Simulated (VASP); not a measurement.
**Al2BN3: relaxation of cell and atoms with PBE**

Crystal: Al2BN3.

```xyz
6
Lattice="3.3260 0.0000 0.0000 0.0000 3.3260 0.0000 0.0000 0.0000 6.1860" Properties=species:S:1:pos:R:3 pbc="T T T"
Al    1.6630    1.6630    1.2345
Al    1.6630    1.6630    4.9515
B     0.0000    0.0000    0.0000
N     1.6630    1.6630    3.0930
N     1.6630    0.0000    3.0930
N     0.0000    1.6630    3.0930
```

The cell was generated, and may not be a known phase.

```json
{
 "Program": "VASP 6.6.1",
 "Task": "relaxation of cell and atoms",
 "Functional": "PBE",
 "Potentials or basis": "VASP PAW PBE potentials, release 64 (Al, B, N)",
 "Cutoff": "600 eV",
 "k mesh": "12 × 12 × 6",
 "Occupations": "gaussian, width 0.1 eV",
 "Spin": "no spin polarisation",
 "Dipole correction": "no",
 "Further INCAR settings": "ALGO = Normal; EDIFF = 1e-06; IBRION = 2; EDIFFG = -0.01; NSW = 100; ISIF = 3"
}
```

| Item | Value |
| --- | --- |
| Relaxed volume | 11.57 Å³/atom |
| Relaxed cell | a = 3.368 Å, b = 3.368 Å, c = 6.120 Å, α = 90.00°, β = 90.00°, γ = 90.00° |
| Space group after relaxing (to 0.1 Å) | P4/mmm (No. 123) |
| Energy gained by relaxing | 1.6 meV/atom |
| Ionic steps | 10 |
| Pressure after relaxing | 0.0 GPa |
| Band gap on the k mesh | zero (bands 12 and 13 overlap by 1.60 eV) |

The path:
| step | energy change (eV) | largest force (eV/Å) | pressure (GPa) | volume (Å³) |
| --- | --- | --- | --- | --- |
| 1 | 0.0000 | 0.2678 | 0.02 | 68.43 |
| 2 | -0.0056 | 0.0745 | 0.67 | 68.44 |
| 3 | -0.0056 | 0.0735 | 0.67 | 68.44 |
| 4 | -0.0081 | 0.0528 | 0.21 | 68.92 |
| 5 | -0.0091 | 0.0232 | -0.43 | 69.62 |
| 6 | -0.0092 | 0.0276 | -0.29 | 69.48 |
| 7 | -0.0097 | 0.0155 | 0.02 | 69.39 |
| 8 | -0.0097 | 0.0135 | 0.05 | 69.39 |
| 9 | -0.0097 | 0.0138 | -0.04 | 69.42 |
| 10 | -0.0097 | 0.0011 | -0.01 | 69.40 |

Final structure:
```xyz
6
Lattice="3.3676 0.0000 0.0000 0.0000 3.3676 0.0000 0.0000 0.0000 6.1198" Properties=species:S:1:pos:R:3 pbc="T T T"
Al    1.6838    1.6838    1.2328
Al    1.6838    1.6838    4.8870
B     0.0000    0.0000    0.0000
N     1.6838    1.6838    3.0599
N     1.6838    0.0000    3.0599
N     0.0000    1.6838    3.0599
```

Levels at points of the mesh, in eV from the Fermi level:
```
           k point  band 9  band 10  band 11  band 12  band 13  band 14  band 15  band 16
(0.00, 0.00, 0.00)   -1.09     0.00     0.00     0.67     0.67     1.02     1.89     3.00
(0.50, 0.00, 0.00)   -1.46    -1.39    -0.47     0.46     1.62     1.98     2.12     2.33
(0.50, 0.50, 0.00)   -3.38    -3.38    -3.31     0.05     0.36     1.46     1.46     2.23
(0.00, 0.00, 0.50)   -1.14     0.09     0.09     0.10     0.45     0.45     2.13     5.74
(0.50, 0.00, 0.50)   -1.91    -1.44    -0.79    -0.17    -0.14     1.74     1.98     2.04
(0.50, 0.50, 0.50)   -2.73    -1.70    -1.70     0.06     0.93     1.44     1.44     2.23
```

Run time: 5.7 min on 1 thread of AMD EPYC 9R45 96-Core Processor (Zen 5) (shared host), peak memory 0.27 GiB.
